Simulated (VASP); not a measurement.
# Pb2O (P4_2/nnm) in VASP: a series of runs

Pb2O is run at these levels: PBE; tasks: single point.

All numbers are computed with VASP 6.6.1; they aren't measurements. Logs are shortened: lines on timing, memory, paths and dates and some standing lists are left out, and cuts for length are marked.

## Step 1: The cell of the first run

Symmetry: P4_2/nnm, No. 134, tetragonal system. Conventional cell: a = 5.393 Å, b = 5.393 Å, c = 5.607 Å, α = 90.00°, β = 90.00°, γ = 90.00°. Pb (site symmetry 2/m) has 2 O at 2.37 Å within 3.1 Å. O (site symmetry -42m) has 4 Pb at 2.37 Å within 3.1 Å.

## Step 2: Single point, PBE (biaxial strain in the a-b plane: -1.5 %, then relaxed in part)

The input, INCAR:

```
  PREC = Accurate
  ENCUT = 520
  EDIFF = 1E-6
  ISMEAR = 0
  SIGMA = 0.1
  LREAL = False
  LASPH = True
  NELM = 80
  ALGO = Normal
  ISIF = 2
  LWAVE = False
  LCHARG = False
  GGA = PE
  NBANDS = 43
```

The input, KPOINTS:

```
regular mesh
0
Gamma
  8 8 8
```

The input, POSCAR:

```
Pb2O
1.0
    5.3932433733      0.0000000000      0.0000000000
    0.0000000000      5.3932433733      0.0000000000
    0.0000000000      0.0000000000      5.6068613885
Pb O
4 2
Direct
    0.2500000000      0.2500000000      0.2500000000
    0.7500000000      0.7500000000      0.2500000000
    0.2500000000      0.7500000000      0.7500000000
    0.7500000000      0.2500000000      0.7500000000
    0.0000000000      0.0000000000      0.0000000000
    0.5000000000      0.5000000000      0.5000000000
```

Potentials or basis: VASP PAW PBE potentials, release 64 (Pb_d, O).

Run with:

```
cat potpaw_PBE.64/Pb_d/POTCAR potpaw_PBE.64/O/POTCAR > POTCAR
mpirun -np 1 vasp_std > vasp.out
```

OUTCAR:

```text
PREC = Accurate
   ENCUT = 520
   EDIFF = 1E-6
   ISMEAR = 0
   LREAL = False
   LASPH = True
   NELM = 80
   ISIF = 2
   GGA = PE

 ion  position               nearest neighbor table
   1  0.250  0.250  0.250-   5 2.37   6 2.37   2 3.81   2 3.81   2 3.81   2 3.81   4 3.89   3 3.89
                             3 3.89   3 3.89   4 3.89   4 3.89   4 3.89   3 3.89
   2  0.750  0.750  0.250-   5 2.37   6 2.37   1 3.81   1 3.81   1 3.81   1 3.81   4 3.89   3 3.89
                             4 3.89   4 3.89   4 3.89   3 3.89   3 3.89   3 3.89
   3  0.250  0.750  0.750-   5 2.37   6 2.37   4 3.81   4 3.81   4 3.81   4 3.81   2 3.89   1 3.89
                             2 3.89   1 3.89   2 3.89   1 3.89   2 3.89   1 3.89
   4  0.750  0.250  0.750-   5 2.37   6 2.37   3 3.81   3 3.81   3 3.81   3 3.81   2 3.89   2 3.89
                             2 3.89   2 3.89   1 3.89   1 3.89   1 3.89   1 3.89
   5  0.000  0.000  0.000-   1 2.37   2 2.37   3 2.37   4 2.37
   6  0.500  0.500  0.500-   1 2.37   2 2.37   3 2.37   4 2.37

  LATTYP: Found a simple tetragonal cell.
 ALAT       =     5.3932433733
 C/A-ratio  =     1.0396084509

  Lattice vectors:

 A1 = (   5.3932433733,   0.0000000000,   0.0000000000)
 A2 = (   0.0000000000,   5.3932433733,   0.0000000000)
 A3 = (   0.0000000000,   0.0000000000,   5.6068613885)

Analysis of symmetry for initial positions (statically):
=====================================================================
 Subroutine PRICEL returns:
 Original cell was already a primitive cell.

 Routine SETGRP: Setting up the symmetry group for a
 simple tetragonal supercell.

 Subroutine GETGRP returns: Found 16 space group operations
 (whereof  8 operations were pure point group operations)
 out of a pool of 16 trial point group operations.

The static configuration has the point symmetry D_2d.
 The point group associated with its full space group is D_4h.

Analysis of symmetry for dynamics (positions and initial velocities):
=====================================================================
 Subroutine PRICEL returns:
 Original cell was already a primitive cell.

 Routine SETGRP: Setting up the symmetry group for a
 simple tetragonal supercell.

 Subroutine GETGRP returns: Found 16 space group operations
 (whereof  8 operations were pure point group operations)
 out of a pool of 16 trial point group operations.

The dynamic configuration has the point symmetry D_2d.
 The point group associated with its full space group is D_4h.

 Subroutine INISYM returns: Found 16 space group operations
 (whereof  8 operations are pure point group operations),
 and found     1 'primitive' translations

----------------------------------------------------------------------------------------

                                     Primitive cell

  volume of cell :     163.0872

  direct lattice vectors                    reciprocal lattice vectors
     5.393243373  0.000000000  0.000000000     0.185417184  0.000000000  0.000000000
     0.000000000  5.393243373  0.000000000     0.000000000  0.185417184  0.000000000
     0.000000000  0.000000000  5.606861388     0.000000000  0.000000000  0.178352902

  length of vectors
     5.393243373  5.393243373  5.606861388     0.185417184  0.185417184  0.178352902

  position of ions in fractional coordinates (direct lattice)
     0.250000000  0.250000000  0.250000000
     0.750000000  0.750000000  0.250000000
     0.250000000  0.750000000  0.750000000
     0.750000000  0.250000000  0.750000000
     0.000000000  0.000000000  0.000000000
     0.500000000  0.500000000  0.500000000

  ion indices of the primitive-cell ions
   primitive index   ion index
                 1           1
                 2           2
                 3           3
                 4           4
                 5           5
                 6           6

----------------------------------------------------------------------------------------

 KPOINTS: regular mesh

Automatic generation of k-mesh.
 Grid dimensions read from file:
 generate k-points for:    8    8    8

 Generating k-lattice:

  Cartesian coordinates                     Fractional coordinates (reciprocal lattice)
     0.023177148  0.000000000  0.000000000     0.125000000  0.000000000  0.000000000
     0.000000000  0.023177148  0.000000000     0.000000000  0.125000000  0.000000000
     0.000000000  0.000000000  0.022294113     0.000000000  0.000000000  0.125000000

  Length of vectors
     0.023177148  0.023177148  0.022294113

  Shift w.r.t. Gamma in fractional coordinates (k-lattice)
     0.000000000  0.000000000  0.000000000

 Subroutine IBZKPT returns following result:
 ===========================================

 Found     75 irreducible k-points:

 Following reciprocal coordinates:
            Coordinates               Weight
  0.000000  0.000000  0.000000      1.000000
  0.125000  0.000000  0.000000      4.000000
  0.250000  0.000000  0.000000      4.000000
  0.375000  0.000000  0.000000      4.000000
  0.500000  0.000000  0.000000      2.000000
  0.125000  0.125000  0.000000      4.000000
[... 16 lines left out ...]
  0.375000  0.125000  0.125000     16.000000
  0.500000  0.125000  0.125000      8.000000
 [... further k-points ...]
   k-points           NKPTS =     75   k-points in BZ     NKDIM =     75   number of bands    NBANDS=     43
   number of dos      NEDOS =    301   number of ions     NIONS =      6
   total plane-waves  NPLWV =  67200
   dimension x,y,z NGX =    40 NGY =   40 NGZ =   42
   dimension x,y,z NGXF=    80 NGYF=   80 NGZF=   84
   ions per type =               4   2
   NGX,Y,Z   is equivalent  to a cutoff of  12.33, 12.33, 12.45 a.u.
   NGXF,Y,Z  is equivalent  to a cutoff of  24.66, 24.66, 24.91 a.u.
 SYSTEM =  unknown system
   PREC   = accura    normal or accurate (medium, high low for compatibility)
   ISTART =      0    job   : 0-new  1-cont  2-samecut
   ICHARG =      2    charge: 1-file 2-atom 10-const
   ISPIN  =      1    spin polarized calculation?
   LNONCOLLINEAR =      F non collinear calculations
   LSORBIT =      F    spin-orbit coupling
   LASPH  =      T    aspherical Exc in radial PAW
   ENCUT  =  520.0 eV  38.22 Ry    6.18 a.u.  10.03 10.03 10.43*2*pi/ulx,y,z
   NELM   =     80;   NELMIN=  2; NELMDL= -5     # of ELM steps
   EDIFF  = 0.1E-05   stopping-criterion for ELM
   LREAL  =      F    real-space projection
   EDIFFG = 0.1E-04   stopping-criterion for IOM
   NSW    =      0    number of steps for IOM
   IBRION =     -1    ionic relax: 0-MD 1-quasi-New 2-CG
   NFREE  =      0    steps in history (QN), initial steepest desc. (CG)
   ISIF   =      2    stress and relaxation
   ISYM   =      2    0-nonsym 1-usesym 2-fastsym
   POTIM  = 0.5000    time-step for ionic-motion
   TEBEG  =    0.0;   TEEND  =   0.0 temperature during run
   PSTRESS=    0.0 pullay stress
   NELECT =      68.0000    total number of electrons
   NUPDOWN=      -1.0000    fix difference up-down
   EMIN   =  10.00;   EMAX   =-10.00  energy-range for DOS
   EFERMI =   0.00;   METHOD = LEGACY
   ISMEAR =     0;   SIGMA  =   0.10  broadening in eV -4-tet -1-fermi 0-gaus
   EFERMI_NEDOS =   21; number of points for ismear=-14 and -15
   IALGO  =     38    algorithm
   IMIX   =      4    mixing-type and parameters
     AMIX     =   0.40;   BMIX     =  1.00
     AMIX_MAG =   1.60;   BMIX_MAG =  1.00
  volume/ion in A,a.u.               =      27.18       183.43
  Fermi-wavevector in a.u.,A,eV,Ry     =   1.223032  2.311196 20.351696  1.495807
  Thomas-Fermi vector in A             =   2.358158
   LORBIT       =      0    0 simple, 1 ext, 2 COOP (PROOUT), +10 PAW based schemes
   GGA     = PE    functional components
   LHFCALC =     F    Hartree Fock is set to
   AEXX    =    0.0000 exact exchange contribution
   IVDW    =     0    specifies the selected vdW correction
   LEPSILON=     F    determine dielectric tensor
   LRPA    =     F    only Hartree local field effects (RPA)
 non-spin polarized calculation
 Gauss-broadening in eV      SIGMA  =   0.10
  energy-cutoff  :      520.00
  volume of cell :      163.09
 maximum number of plane-waves:      4420
   NGX = 21   NGY = 21   NGZ = 21

 number of electron      68.0000027 magnetization

 Free energy of the ion-electron system (eV)
  ---------------------------------------------------
  ext. energy  EPLUGINS =         0.00000000
  ---------------------------------------------------
  free energy    TOTEN  =       -26.57010935 eV

  energy without entropy =      -26.56163456  energy(sigma->0) =      -26.56587196

 E-fermi :   4.5915     XC(G=0):  -9.3122

 val. band max:        4.5861326757   @ k =   0.5000   0.1250   0.2500
 cond. band min:       4.6378189611   @ k =   0.3750   0.0000   0.3750
 fundamental gap:      0.0516862855
 Fermi energy:         4.5914507285

 k-point     1 :       0.0000    0.0000    0.0000
  band No.  band energies     occupation
      1     -13.6866      2.00000
      2     -12.5705      2.00000
      3     -11.9413      2.00000
      4     -11.9280      2.00000
      5     -11.8948      2.00000
      6     -11.8865      2.00000
[... 35 lines left out ...]
     42      10.1625      0.00000
     43      10.1625      0.00000

 k-point     2 :       0.1250    0.0000    0.0000
  band No.  band energies     occupation
      1     -13.6600      2.00000
      2     -12.6621      2.00000
      3     -11.9356      2.00000
      4     -11.9241      2.00000
      5     -11.8905      2.00000
      6     -11.8851      2.00000
[... 35 lines left out ...]
     42      10.3875      0.00000
     43      10.5568      0.00000

 k-point     3 :       0.2500    0.0000    0.0000
  band No.  band energies     occupation
      1     -13.5813      2.00000
      2     -12.8606      2.00000
      3     -11.9219      2.00000
      4     -11.9110      2.00000
      5     -11.8843      2.00000
      6     -11.8785      2.00000
[... 919 lines left out ...]
      6     -11.8615      2.00000
[... 35 lines left out ...]
     42       9.7452      0.00000
     43      10.7773      0.00000

 k-point    24 :       0.5000    0.1250    0.1250
  band No.  band energies     occupation
      1     -13.3511      2.00000
      2     -13.2118      2.00000
      3     -11.8937      2.00000
      4     -11.8873      2.00000
      5     -11.8715      2.00000
      6     -11.8580      2.00000
[... 35 lines left out ...]
     42       9.6246      0.00000
     43      10.7267      0.00000

 [... further k-points ...]

------------------------ aborting loop because EDIFF is reached ----------------------------------------

  FORCE on cell =-STRESS in cart. coord.  units (eV):
  Direction    XX          YY          ZZ          XY          YZ          ZX
  --------------------------------------------------------------------------------------
  -------------------------------------------------------------------------------------
  Total        0.4372513      0.4372513     -0.0034401      0.0000000      0.0000000      0.0000000
  in kB        4.2955805      4.2955805     -0.0337956      0.0000000      0.0000000      0.0000000
  external PRESSURE =       2.8524551 kB  Pullay stress =       0.0000000 kB

 VOLUME and BASIS-vectors are now :
 -----------------------------------------------------------------------------
  energy-cutoff  :      520.00
  volume of cell :      163.09
      direct lattice vectors                 reciprocal lattice vectors
     5.393243373  0.000000000  0.000000000     0.185417184  0.000000000  0.000000000
     0.000000000  5.393243373  0.000000000     0.000000000  0.185417184  0.000000000
     0.000000000  0.000000000  5.606861388     0.000000000  0.000000000  0.178352902

 POSITION                                       TOTAL-FORCE (eV/Angst)
 -----------------------------------------------------------------------------------
      1.34831      1.34831      1.40172         0.000000     -0.000000      0.000000
      4.04493      4.04493      1.40172         0.000000      0.000000     -0.000000
      1.34831      4.04493      4.20515        -0.000000      0.000000      0.000000
      4.04493      1.34831      4.20515        -0.000000     -0.000000     -0.000000
      0.00000      0.00000      0.00000        -0.000000      0.000000      0.000000
      2.69662      2.69662      2.80343        -0.000000      0.000000      0.000000
 -----------------------------------------------------------------------------------
    total drift:                                0.000000      0.000000      0.000000

  FREE ENERGIE OF THE ION-ELECTRON SYSTEM (eV)
  ---------------------------------------------------
  free  energy   TOTEN  =       -26.5701093538 eV

  energy  without entropy=      -26.5616345626  energy(sigma->0) =      -26.56587196
```

Wall time 4.6 min (1 thread of AMD EPYC 9R45 (Zen 5), shared host); peak memory 0.46 GiB.

What came out:

```yaml
Free_energy: -26.5701 eV
Pressure: 0.3 GPa
Band_gap_on_the_k_mesh: zero (bands 34 and 35 overlap by 0.83 eV)
```

Caveat: the cell differs from its parent crystal (biaxial strain in the a-b plane: -1.5 %, then relaxed in part); spin-orbit coupling is left out, which moves the levels of the heavy elements.

## Step 3: Single point, PBE (biaxial strain in the a-b plane: +1.5 %, then relaxed in part)

The input, INCAR:

```
PREC     = Accurate       # precision mode
ENCUT    = 520            # plane-wave cutoff, eV
EDIFF    = 1E-7           # SCF threshold, eV
ISMEAR   = 0              # smearing method
SIGMA    = 0.1            # smearing width, eV
LREAL    = F              # projectors in reciprocal space
LASPH    = T              # aspherical terms in the spheres
NELM     = 60             # most SCF steps
ALGO     = Normal         # electronic algorithm
ISIF     = 2              # what is computed and relaxed
LWAVE    = F              # write WAVECAR
LCHARG   = T              # write CHGCAR
GGA      = PE             # functional
LELF     = T              # ELF
LVHAR    = T            
NBANDS   = 43             # bands
```

KPOINTS is that of step 2.

POSCAR: that of step 2 with these lines changed.

```diff
@@ -2,5 +2,5 @@
 1.0
-    5.3932433733      0.0000000000      0.0000000000
-    0.0000000000      5.3932433733      0.0000000000
-    0.0000000000      0.0000000000      5.6068613885
+    5.5575045928      0.0000000000      0.0000000000
+    0.0000000000      5.5575045928      0.0000000000
+    0.0000000000      0.0000000000      5.3451390058
 Pb O
```

Potentials or basis: VASP PAW PBE potentials, release 64 (Pb_d, O).

Run with:

```
cat potpaw_PBE.64/Pb_d/POTCAR potpaw_PBE.64/O/POTCAR > POTCAR
mpirun -np 1 vasp_std > vasp.out
```

OUTCAR:

```text
PREC = Accurate
   ENCUT = 520
   EDIFF = 1E-7
   ISMEAR = 0
   LREAL = F
   LASPH = T
   NELM = 60
   ISIF = 2
   GGA = PE

 ion  position               nearest neighbor table
   1  0.250  0.250  0.250-   5 2.38   6 2.38   3 3.86   4 3.86   3 3.86   4 3.86   3 3.86   3 3.86
                             4 3.86   4 3.86   2 3.93   2 3.93   2 3.93   2 3.93
   2  0.750  0.750  0.250-   5 2.38   6 2.38   3 3.86   4 3.86   3 3.86   4 3.86   4 3.86   4 3.86
                             3 3.86   3 3.86   1 3.93   1 3.93   1 3.93   1 3.93
   3  0.250  0.750  0.750-   5 2.38   6 2.38   1 3.86   2 3.86   1 3.86   2 3.86   1 3.86   1 3.86
                             2 3.86   2 3.86   4 3.93   4 3.93   4 3.93   4 3.93
   4  0.750  0.250  0.750-   5 2.38   6 2.38   1 3.86   2 3.86   1 3.86   2 3.86   2 3.86   2 3.86
                             1 3.86   1 3.86   3 3.93   3 3.93   3 3.93   3 3.93
   5  0.000  0.000  0.000-   1 2.38   2 2.38   3 2.38   4 2.38
   6  0.500  0.500  0.500-   1 2.38   2 2.38   3 2.38   4 2.38

  LATTYP: Found a simple tetragonal cell.
 ALAT       =     5.5575045928
 C/A-ratio  =     0.9617876003

  Lattice vectors:

 A1 = (   5.5575045928,   0.0000000000,   0.0000000000)
 A2 = (   0.0000000000,   5.5575045928,   0.0000000000)
 A3 = (   0.0000000000,   0.0000000000,   5.3451390058)

Analysis of symmetry for initial positions (statically):
[... 194 lines left out ...]
      2     -12.6213      2.00000
      3     -12.0539      2.00000
      4     -12.0424      2.00000
      5     -12.0065      2.00000
      6     -12.0065      2.00000
[... 1093 lines left out ...]
     42       9.5424      0.00000
     43      10.6417      0.00000

 [... further k-points ...]

------------------------ aborting loop because EDIFF is reached ----------------------------------------

  FORCE on cell =-STRESS in cart. coord.  units (eV):
  Direction    XX          YY          ZZ          XY          YZ          ZX
  --------------------------------------------------------------------------------------
  -------------------------------------------------------------------------------------
  Total       -0.4572383     -0.4572383     -0.0125755      0.0000000     -0.0000000      0.0000000
  in kB       -4.4374603     -4.4374603     -0.1220441      0.0000000     -0.0000000      0.0000000
  external PRESSURE =      -2.9989882 kB  Pullay stress =       0.0000000 kB

 VOLUME and BASIS-vectors are now :
 -----------------------------------------------------------------------------
  energy-cutoff  :      520.00
  volume of cell :      165.09
      direct lattice vectors                 reciprocal lattice vectors
     5.557504593  0.000000000  0.000000000     0.179936873  0.000000000  0.000000000
     0.000000000  5.557504593  0.000000000     0.000000000  0.179936873  0.000000000
     0.000000000  0.000000000  5.345139006     0.000000000  0.000000000  0.187085874

 POSITION                                       TOTAL-FORCE (eV/Angst)
 -----------------------------------------------------------------------------------
      1.38938      1.38938      1.33628         0.000000     -0.000000     -0.000000
      4.16813      4.16813      1.33628         0.000000     -0.000000     -0.000000
      1.38938      4.16813      4.00885         0.000000      0.000000      0.000000
      4.16813      1.38938      4.00885        -0.000000      0.000000     -0.000000
      0.00000      0.00000      0.00000         0.000000     -0.000000     -0.000000
      2.77875      2.77875      2.67257        -0.000000     -0.000000     -0.000000
 -----------------------------------------------------------------------------------
    total drift:                                0.000000      0.000000     -0.000000

  FREE ENERGIE OF THE ION-ELECTRON SYSTEM (eV)
  ---------------------------------------------------
  free  energy   TOTEN  =       -26.5715241779 eV

  energy  without entropy=      -26.5629489600  energy(sigma->0) =      -26.56723657
```

OSZICAR:

```text
N       E                     dE             d eps       ncg     rms          rms(c)
DAV:   1     0.856340245867E+03    0.85634E+03   -0.32324E+04  6450   0.181E+03
DAV:   2     0.956260807234E+02   -0.76071E+03   -0.74060E+03  6490   0.497E+02
DAV:   3    -0.241616389676E+02   -0.11979E+03   -0.11545E+03  8404   0.219E+02
[... 14 lines left out ...]
DAV:  18    -0.265715245835E+02    0.56436E-05   -0.26819E-05  8675   0.235E-02    0.351E-03
DAV:  19    -0.265715256006E+02   -0.10171E-05   -0.72995E-06  9100   0.174E-02    0.112E-02
DAV:  20    -0.265715241016E+02    0.14990E-05   -0.33319E-06  8517   0.110E-02    0.396E-03
DAV:  21    -0.265715241357E+02   -0.34133E-07   -0.11463E-06  7733   0.465E-03    0.450E-04
DAV:  22    -0.265715241779E+02   -0.42114E-07   -0.44907E-08  3754   0.149E-03
   1 F= -.26571524E+02 E0= -.26567237E+02  d E =-.857522E-02
```

It took 5.3 min on 1 thread of AMD EPYC 9R45 (Zen 5), shared host; peak memory 0.48 GiB.

Results:

```
Free energy            : -26.5715 eV
Pressure               : -0.3 GPa
Band gap on the k mesh : zero (bands 34 and 35 overlap by 0.74 eV)
```

Caveat: the cell differs from its parent crystal (biaxial strain in the a-b plane: +1.5 %, then relaxed in part); semilocal functionals underestimate gaps, so a narrow gap can read as zero; spin-orbit coupling is left out, which moves the levels of the heavy elements.
